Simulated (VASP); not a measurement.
A run of VASP 6.6.1:

File INCAR:

```
SYSTEM = CrCoPt2
ALGO     = Normal         ! electronic algorithm
EDIFF    = 1E-6           ! SCF threshold, eV
ENCUT    = 520            ! plane-wave cutoff, eV
GGA      = CA             ! functional
ISIF     = 2              ! what is computed and relaxed
ISMEAR   = -1             ! smearing method
ISPIN    = 2              ! spin polarisation
LASPH    = .True.         ! aspherical terms in the spheres
LCHARG   = .False.        ! write CHGCAR
LMAXMIX  = 4              ! l up to which the mixer works
LORBIT   = 11             ! projections on sites
LREAL    = .False.        ! projectors in reciprocal space
LWAVE    = .False.        ! write WAVECAR
MAGMOM   = 1.478 -0.798 0 0 ! initial moments
NBANDS   = 32             ! bands
NELM     = 150            ! most SCF steps
NUPDOWN  = 0.68           ! fixed moment
PREC     = Accurate       ! precision mode
SIGMA    = 0.05           ! smearing width, eV
```

Contents of KPOINTS:

```
k-points
0
Gamma
  8 8 8
  0 0 0
```

File POSCAR:

```
CrCoPt2
1.0
    3.8190000000      0.0000000000      0.0000000000
    0.0000000000      3.8190000000      0.0000000000
    0.0000000000      0.0000000000      3.7460000000
Cr Co Pt
1 1 2
Direct
    0.0000000000      0.0000000000      0.0000000000
    0.5000000000      0.5000000000      0.0000000000
    0.0000000000      0.5000000000      0.5000000000
    0.5000000000      0.0000000000      0.5000000000
```

Potentials or basis: VASP PAW LDA potentials, release 64 (Cr_pv, Co, Pt).

Run with:

```bash
$ cat potpaw_LDA.64/Cr_pv/POTCAR potpaw_LDA.64/Co/POTCAR potpaw_LDA.64/Pt/POTCAR > POTCAR
$ mpirun -np 1 vasp_std > vasp.out
```

Hardware: 1 thread of Intel(R) Xeon(R) 6975P-C (Granite Rapids), with other jobs on the host.

Question: How long does it take, and how much memory?

Answer: Run time: 2.2 min on 1 thread of Intel(R) Xeon(R) 6975P-C (Granite Rapids), on a shared host, peak memory 0.31 GiB. Counts: scf iterations 20, k points 75.
